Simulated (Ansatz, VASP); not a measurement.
# One calculation of AlNi, two programs

Contents of INCAR:

```
PREC = Accurate ; ENCUT = 520
EDIFF = 1E-6 ; ISMEAR = 0
SIGMA = 0.15 ; LREAL = F
LASPH = T ; NELM = 80
ALGO = Fast ; ISIF = 2
LWAVE = F ; LCHARG = F
GGA = PE ; NBANDS = 14
```

File KPOINTS:

```
Automatic mesh
0
Gamma
  16 16 16
```

File POSCAR:

```
AlNi
1.0
    2.0085534309     -2.0085201929      0.0000000000
    2.0085534309      2.0085201929      0.0000000000
    0.0000000000      0.0000000000      3.1325000000
Al Ni
1 1
Direct
    0.0000000000      0.0000000000      0.0000000000
    0.5000000000      0.5000000000      0.5000000000
```

Input for Ansatz:

```yaml
crystal:
  lattice:
    - [2.0085534309, -2.0085201929, 0.0]
    - [2.0085534309, 2.0085201929, 0.0]
    - [0.0, 0.0, 3.1325]
  atoms:
    - { symbol: Al, position: [0.0, 0.0, 0.0] }
    - { symbol: Ni, position: [0.5, 0.5, 0.5] }
basis:
  ecutwfc: 520.0
kpoints:
  mp_grid: { grid: [16, 16, 16] }
hamiltonian:
  xc: pbe
  pseudopotentials: { kind: paw, azcp: { folder: soft_1 } }
scf:
  occupations: { method: gaussian, width: 0.15 }
output:
  forces: true
  stress: true
  eigenvalues: true
  write_density: true
  write_potential: true
  elf: true
  volumetric_format: npy
```

Alike in both runs: task single point; functional PBE; k mesh 16 × 16 × 16; occupations gaussian, width 0.15 eV; no spin polarisation.

|  | VASP | Ansatz |
| --- | --- | --- |
| version | VASP 6.6.1 | Ansatz 0.2.0 |
| potentials or method | VASP PAW PBE potentials, release 64 (Al, Ni), cutoff 520 eV | scalar-relativistic, plane waves, PAW |
| valence electrons in the cell | 13 | 21 |

```tsv
	VASP	Ansatz	Ansatz less VASP
gap on the k mesh at the Fermi level (eV)	none	none	-
pressure (GPa)	-5.9	-5.9	+0.01
traceless stress, the component that is largest in VASP (GPa)	-3.00	-2.90	+0.096
```

A gap of «none» marks a metal or a gap that the smearing closes. VASP's potentials hold 13 valence electrons a cell and Ansatz's 21, so a difference there can come from the potentials and not from the codes. Ansatz's warnings: near symmetry operations not taken.
